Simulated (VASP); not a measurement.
# H16CO7 in VASP: single point with PBE+D3(BJ)

Aim: the single point of H16CO7 with PBE+D3(BJ).

Everything below comes from runs of VASP 6.6.1. Logs are shortened: lines on timing, memory, paths and dates and some standing lists are left out, and cuts for length are marked.

## 1. The cell of the first run

The cell holds a disordered packing, 24 atoms: a = 6.274 Å, b = 6.274 Å, c = 6.274 Å, α = 90.00°, β = 90.00°, γ = 90.00°.

## 2. Single point, PBE+D3(BJ)

Input file INCAR:

```
  PREC = Accurate
  ENCUT = 1000
  EDIFF = 1E-6
  ISMEAR = -1
  SIGMA = 0.05
  LREAL = Auto
  LASPH = True
  NELM = 120
  ALGO = Normal
  ISIF = 2
  LWAVE = False
  LCHARG = False
  GGA = PE
  IVDW = 12
  NBANDS = 49
  GGA_COMPAT = False
```

Input file KPOINTS:

```
regular mesh
0
Gamma
  1 1 1
```

Input file POSCAR:

```
H16CO7
1.0
    6.2743050000      0.0000000000      0.0000000000
    0.0000000000      6.2743050000      0.0000000000
    0.0000000000      0.0000000000      6.2743050000
O H C
7 16 1
Direct
    0.1033809592      0.7464137535      0.2169349664
    0.1821147542      0.5566614879      0.8359336901
    0.9543406574      0.1423488139      0.2493199238
    0.3985732222      0.2850960913      0.2292427645
    0.5060196857      0.6120962388      0.4582918932
    0.8469076511      0.3767211213      0.6113133619
    0.5840278789      0.1468488885      0.8629435703
    0.1412654698      0.6828544642      0.0755951257
    0.2226873057      0.7125065972      0.3114058019
    0.2922168890      0.5878764045      0.7295443940
    0.0611960904      0.4988498108      0.7526207399
    0.8443886872      0.1429181064      0.1391068388
    1.0114488106     -0.0067100883      0.2403815453
    0.2438386175      0.2665838803      0.2113354359
    0.4592302175      0.2531080713      0.0861027691
    0.4798112174      0.4888170363      0.3558598324
    0.5736153981      0.7253387194      0.3761686804
    0.7420094412      0.4808509485      0.5552839529
    0.8872431185      0.2902158481      0.4850610909
    0.3595481047     -0.0838849918      0.8006340814
    0.6784128296      0.2362720178      0.7696378083
    0.2739313845      0.1801292161      0.7390882833
    0.4583559108      0.0488115014      0.5669042631
    0.4099950990      0.0688224627      0.7341455866
```

Potentials or basis: VASP PAW PBE potentials, release 64 (O_h, H_h, C_h).

Launch:

```console
$ cat potpaw_PBE.64/O_h/POTCAR potpaw_PBE.64/H_h/POTCAR potpaw_PBE.64/C_h/POTCAR > POTCAR
$ mpirun -np 1 vasp_gam > vasp.out
```

OUTCAR:

```text
PREC = Accurate
   ENCUT = 1000
   EDIFF = 1E-6
   ISMEAR = -1
   LREAL = Auto
   LASPH = True
   NELM = 120
   ISIF = 2
   GGA = PE
   IVDW = 12
 IVDW          = 12

 ion  position               nearest neighbor table
   1  0.103  0.746  0.217-   9 0.98   8 1.00
   2  0.182  0.557  0.836-  10 0.98  11 0.99
   3  0.954  0.142  0.249-  12 0.98  13 1.00
   4  0.399  0.285  0.229-  14 0.98  15 1.00
   5  0.506  0.612  0.458-  17 0.97  16 1.02
   6  0.847  0.377  0.611-  18 0.99  19 0.99
   7  0.584  0.147  0.863-  21 1.00  24 1.44
   8  0.141  0.683  0.076-   1 1.00
   9  0.223  0.713  0.311-   1 0.98
  10  0.292  0.588  0.730-   2 0.98
  11  0.061  0.499  0.753-   2 0.99
  12  0.844  0.143  0.139-   3 0.98
  13  0.011  0.993  0.240-   3 1.00
[... 8 lines left out ...]
  22  0.274  0.180  0.739-  24 1.10
  23  0.458  0.049  0.567-  24 1.10
  24  0.410  0.069  0.734-  20 1.09  23 1.10  22 1.10   7 1.44

  LATTYP: Found a simple cubic cell.
 ALAT       =     6.2743050000

  Lattice vectors:

 A1 = (   6.2743050000,   0.0000000000,   0.0000000000)
 A2 = (   0.0000000000,   6.2743050000,   0.0000000000)
 A3 = (   0.0000000000,   0.0000000000,   6.2743050000)

Analysis of symmetry for initial positions (statically):
=====================================================================
 Subroutine PRICEL returns:
 Original cell was already a primitive cell.

 Routine SETGRP: Setting up the symmetry group for a
 simple cubic supercell.

 Subroutine GETGRP returns: Found  1 space group operations
 (whereof  1 operations were pure point group operations)
 out of a pool of 48 trial point group operations.

The static configuration has the point symmetry C_1 .

Analysis of symmetry for dynamics (positions and initial velocities):
=====================================================================
 Subroutine PRICEL returns:
 Original cell was already a primitive cell.

 Routine SETGRP: Setting up the symmetry group for a
 simple cubic supercell.

 Subroutine GETGRP returns: Found  1 space group operations
 (whereof  1 operations were pure point group operations)
 out of a pool of 48 trial point group operations.

The dynamic configuration has the point symmetry C_1 .

 Subroutine INISYM returns: Found  1 space group operations
 (whereof  1 operations are pure point group operations),
 and found     1 'primitive' translations

[... 117 lines left out ...]
   NSW    =      0    number of steps for IOM
   IBRION =     -1    ionic relax: 0-MD 1-quasi-New 2-CG
   NFREE  =      0    steps in history (QN), initial steepest desc. (CG)
   ISIF   =      2    stress and relaxation
   ISYM   =      2    0-nonsym 1-usesym 2-fastsym
   POTIM  = 0.5000    time-step for ionic-motion
   TEBEG  =    0.0;   TEEND  =   0.0 temperature during run
   PSTRESS=    0.0 pullay stress
   NELECT =      62.0000    total number of electrons
   NUPDOWN=      -1.0000    fix difference up-down
   EMIN   =  10.00;   EMAX   =-10.00  energy-range for DOS
   EFERMI =   0.00;   METHOD = LEGACY
   ISMEAR =    -1;   SIGMA  =   0.05  broadening in eV -4-tet -1-fermi 0-gaus
   EFERMI_NEDOS =   21; number of points for ismear=-14 and -15
   IALGO  =     38    algorithm
   IMIX   =      4    mixing-type and parameters
     AMIX     =   0.40;   BMIX     =  1.00
     AMIX_MAG =   1.60;   BMIX_MAG =  1.00
  volume/ion in A,a.u.               =      10.29        69.45
  Fermi-wavevector in a.u.,A,eV,Ry     =   1.032697  1.951515 14.510124  1.066464
  Thomas-Fermi vector in A             =   2.166908
   LORBIT       =      0    0 simple, 1 ext, 2 COOP (PROOUT), +10 PAW based schemes
   GGA     = PE    functional components
   LHFCALC =     F    Hartree Fock is set to
   AEXX    =    0.0000 exact exchange contribution
   IVDW    =    12    specifies the selected vdW correction
   LEPSILON=     F    determine dielectric tensor
   LRPA    =     F    only Hartree local field effects (RPA)
 non-spin polarized calculation
  energy-cutoff  :     1000.00
  volume of cell :      247.00
 maximum number of plane-waves:      8887
 NGX is ok and might be reduce to    70
   NGX = 33   NGY = 33   NGZ = 33

 number of electron      62.0000001 magnetization

 Free energy of the ion-electron system (eV)
  ---------------------------------------------------
  ext. energy  EPLUGINS =         0.00000000
  ---------------------------------------------------
  free energy    TOTEN  =      -119.02834738 eV

  energy without entropy =     -119.02834738  energy(sigma->0) =     -119.02834738

 E-fermi :  -1.7989     XC(G=0):  -6.6474

 val. band max:       -3.0635300657   @ k =   0.0000   0.0000   0.0000
 cond. band min:       1.5090446055   @ k =   0.0000   0.0000   0.0000
 fundamental gap:      4.5725746711
 Fermi energy:        -1.7988996931

 k-point     1 :       0.0000    0.0000    0.0000
  band No.  band energies     occupation
      1     -22.4664      2.00000
      2     -22.0514      2.00000
      3     -21.8598      2.00000
      4     -21.8041      2.00000
      5     -21.6298      2.00000
      6     -21.3972      2.00000
[... 35 lines left out ...]
     42       7.2740      0.00000
     43       7.4451      0.00000
 [bands above 43 left out]

------------------------ aborting loop because EDIFF is reached ----------------------------------------

 Edisp (eV)   -0.80825

 E8    (eV) :    -0.1671

  FORCE on cell =-STRESS in cart. coord.  units (eV):
  Direction    XX          YY          ZZ          XY          YZ          ZX
  --------------------------------------------------------------------------------------
  -------------------------------------------------------------------------------------
  Total      -1.77804     0.52538    -1.75841    -0.58061    -0.44179     0.01712
  in kB     -11.53335     3.40793   -11.40604    -3.76616    -2.86567     0.11103
  external pressure =       -6.51 kB  Pullay stress =        0.00 kB

 VOLUME and BASIS-vectors are now :
 -----------------------------------------------------------------------------
  energy-cutoff  :     1000.00
  volume of cell :      247.00
      direct lattice vectors                 reciprocal lattice vectors
     6.274305000  0.000000000  0.000000000     0.159380202  0.000000000  0.000000000
     0.000000000  6.274305000  0.000000000     0.000000000  0.159380202  0.000000000
     0.000000000  0.000000000  6.274305000     0.000000000  0.000000000  0.159380202

 POSITION                                       TOTAL-FORCE (eV/Angst)
 -----------------------------------------------------------------------------------
      0.64864      4.68323      1.36112         0.241903     -0.057870     -0.135248
      1.14264      3.49266      5.24490         0.145201      0.012648     -0.260466
      5.98782      0.89314      1.56431        -0.164416     -0.121328     -0.156631
      2.50077      1.78878      1.43834        -0.153263     -0.053571     -0.206574
      3.17492      3.84048      2.87546         0.138750      0.074757     -0.102765
      5.31376      2.36366      3.83557        -0.073965      0.076653     -0.063651
[... 16 lines left out ...]
      2.87586      0.30626      3.55693         0.049330      0.011196      0.056664
      2.57243      0.43181      4.60625         0.121946      0.053979      0.135845
 -----------------------------------------------------------------------------------
    total drift:                                0.004397      0.002547     -0.000528

  FREE ENERGIE OF THE ION-ELECTRON SYSTEM (eV)
  ---------------------------------------------------
  free  energy   TOTEN  =      -119.8365987411 eV

  energy  without entropy=     -119.8365987411  energy(sigma->0) =     -119.83659874
```

OSZICAR:

```text
N       E                     dE             d eps       ncg     rms          rms(c)
DAV:   1     0.734338988815E+03    0.73434E+03   -0.45913E+04    98   0.196E+03
DAV:   2     0.196352194547E+02   -0.71470E+03   -0.66388E+03   132   0.339E+02
DAV:   3    -0.125185205149E+03   -0.14482E+03   -0.14318E+03   124   0.155E+02
DAV:   4    -0.130000298676E+03   -0.48151E+01   -0.47809E+01   132   0.306E+01
DAV:   5    -0.130136493465E+03   -0.13619E+00   -0.13599E+00   132   0.500E+00    0.206E+01
DAV:   6    -0.119680172764E+03    0.10456E+02   -0.28786E+01   124   0.232E+01    0.800E+00
DAV:   7    -0.119218025125E+03    0.46215E+00   -0.15868E+00   124   0.570E+00    0.480E+00
DAV:   8    -0.119020769664E+03    0.19726E+00   -0.41747E-01   124   0.416E+00    0.624E-01
DAV:   9    -0.119024073666E+03   -0.33040E-02   -0.61712E-02   124   0.133E+00    0.337E-01
DAV:  10    -0.119028542890E+03   -0.44692E-02   -0.13839E-02   116   0.570E-01    0.166E-01
DAV:  11    -0.119028380160E+03    0.16273E-03   -0.14355E-03   124   0.242E-01    0.850E-02
DAV:  12    -0.119028449808E+03   -0.69648E-04   -0.11015E-03   132   0.188E-01    0.338E-02
DAV:  13    -0.119028398315E+03    0.51493E-04   -0.11040E-04   124   0.631E-02    0.203E-02
DAV:  14    -0.119028355493E+03    0.42822E-04   -0.71691E-05   124   0.477E-02    0.121E-02
DAV:  15    -0.119028349346E+03    0.61475E-05   -0.76400E-06   132   0.196E-02    0.682E-03
DAV:  16    -0.119028347410E+03    0.19357E-05   -0.68138E-06   116   0.140E-02    0.222E-03
DAV:  17    -0.119028347381E+03    0.28792E-07   -0.57538E-07   108   0.549E-03
   1 F= -.11983660E+03 E0= -.11983660E+03  d E =-.272526E-10
```

It took 65 s on 1 thread of AMD EPYC 7R13 (Zen 3), shared host; peak memory 0.59 GiB.

What came out:

* Free energy: -119.8366 eV
* Pressure: -0.7 GPa
* Largest force: 0.298 eV/Å
* Dispersion energy per atom: -0.034 eV

Forces on the atoms (eV/Å):
```
O    0.242 -0.058 -0.135
O    0.145  0.013 -0.260
O   -0.164 -0.121 -0.157
O   -0.153 -0.054 -0.207
O    0.139  0.075 -0.103
O   -0.074  0.077 -0.064
O    0.009  0.174 -0.203
H   -0.147  0.124  0.225
H   -0.144 -0.001 -0.077
H   -0.140 -0.033  0.159
H   -0.036 -0.003  0.017
H    0.068  0.113  0.082
H    0.076 -0.043  0.075
H    0.100  0.068  0.124
H    0.153  0.015  0.067
H   -0.250  0.028 -0.038
H   -0.047 -0.094  0.085
H   -0.001  0.000  0.084
H    0.062 -0.104 -0.027
H    0.024 -0.040 -0.019
H   -0.109 -0.153  0.163
H    0.077 -0.047  0.016
H    0.049  0.011  0.057
C    0.122  0.054  0.136
```

Caveat: the k points lie up to 1.00 Å⁻¹ apart, too coarse for converged energies, forces and pressures.
